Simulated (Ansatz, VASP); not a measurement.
Given: the input of a run of VASP 6.6.1 on Zn.

INCAR

```
PREC     = Accurate       # precision mode
ENCUT    = 600            # plane-wave cutoff, eV
EDIFF    = 1E-6           # SCF threshold, eV
ISMEAR   = -1             # smearing method
SIGMA    = 0.05           # smearing width, eV
LREAL    = F              # projectors in reciprocal space
LASPH    = T              # aspherical terms in the spheres
NELM     = 80             # most SCF steps
ALGO     = Fast           # electronic algorithm
ISIF     = 3              # what is computed and relaxed
LWAVE    = F              # write WAVECAR
LCHARG   = F              # write CHGCAR
GGA      = RE             # functional
IBRION   = 2              # ionic algorithm
NSW      = 60             # ionic steps
EDIFFG   = -0.01          # ionic threshold
```

Contents of KPOINTS:

```
Automatic mesh
0
Gamma
  12 12 12
```

POSCAR

```
Zn
1.0
    0.0000000000      1.9647760000      1.9647760000
    1.9647760000      0.0000000000      1.9647760000
    1.9647760000      1.9647760000      0.0000000000
Zn
1
Direct
    0.0000000000      0.0000000000      0.0000000000
```

Potentials or basis: VASP PAW PBE potentials, release 64 (Zn).

The run is started by

```sh
$ cat potpaw_PBE.64/Zn/POTCAR > POTCAR
$ mpirun -np 1 vasp_std > vasp.out
```

Translate it to Ansatz 0.2.0. Potentials there: Ansatz PAW.

As run (the cutoff follows the program's own potentials):

File input.yaml:

```yaml
crystal:
  lattice:
    - [0.0, 1.964776, 1.964776]
    - [1.964776, 0.0, 1.964776]
    - [1.964776, 1.964776, 0.0]
  atoms:
    - { symbol: Zn, position: [0.0, 0.0, 0.0] }
hamiltonian:
  xc: revpbe
  pseudopotentials: { kind: paw }
kpoints:
  mp_grid: { grid: [12, 12, 12] }
scf:
  occupations: { method: fermi_dirac, width: 0.05 }
output:
  forces: true
  stress: true
  eigenvalues: true
relax:
  f_tol: 0.01
  max_steps: 40
  cell: { stress_tol: 0.05 }
```

Potentials or basis: Ansatz PAW.

The run is started by

```console
$ ansatz run input.yaml --threads 2 --pin off --max-ram 5632MiB --backend cpu --events-out ev --progress --plain --runs-dir out
```

Both were run:

|  | VASP | Ansatz | Ansatz less VASP |
| --- | --- | --- | --- |
| gap on the k mesh at the Fermi level, each at its own relaxed structure (eV) | none | none | - |
| relaxed volume (Å³/atom) | 15.67 | 15.65 | -0.012 |
| relaxed cell length with the largest relative difference (Å) | 2.809 | 2.808 | -0.0007 |

VASP's potentials were made for PBE, not for revPBE. A gap of «none» marks a metal or a gap that the smearing closes.

Noted on Ansatz's run: the plane-wave basis is chosen anew once the cell has moved, so the energies of steps on either side of that aren't comparable.
